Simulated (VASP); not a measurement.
The system is Mo.

```xyz
1
Lattice="-1.5317 1.5317 1.5317 1.5317 -1.5317 1.5317 1.5317 1.5317 -1.5317" Properties=species:S:1:pos:R:3 pbc="T T T"
Mo    0.0000    0.0000    0.0000
```

| Item | Value |
| --- | --- |
| Program | VASP 6.6.1 |
| Task | relaxation of cell and atoms |
| Functional | PBEsol |
| Potentials or basis | VASP PAW PBE potentials, release 64 (Mo_sv) |
| Cutoff | 600 eV |
| k mesh | 10 × 10 × 10 |
| Occupations | gaussian, width 0.1 eV |
| Spin | no spin polarisation |

At the start: pressure 20.2 GPa; volume 14.37 Å³/atom.

Task: How do energy, volume and symmetry change on relaxing?

Result: Over 4 steps the energy falls by 56.5 meV/atom and the volume is 15.33 Å³/atom (+6.6 %); space group Im-3m (No. 229, to 0.05 Å).

The path:
| step | energy change (eV) | largest force (eV/Å) | pressure (GPa) | volume (Å³) |
| --- | --- | --- | --- | --- |
| 1 | 0.0000 | 0.0000 | 20.23 | 14.37 |
| 2 | 0.3477 | 0.0000 | -34.66 | 18.49 |
| 3 | -0.0562 | 0.0000 | -1.43 | 15.40 |
| 4 | -0.0565 | 0.0000 | -0.13 | 15.33 |

Final structure:
```
CELL_PARAMETERS angstrom
-1.56477 1.56477 1.56477
1.56477 -1.56477 1.56477
1.56477 1.56477 -1.56477
ATOMIC_POSITIONS crystal
Mo 0.00000 0.00000 0.00000
```

Caveat: the PAW data sets were made with another functional, which shifts forces and pressure a little.
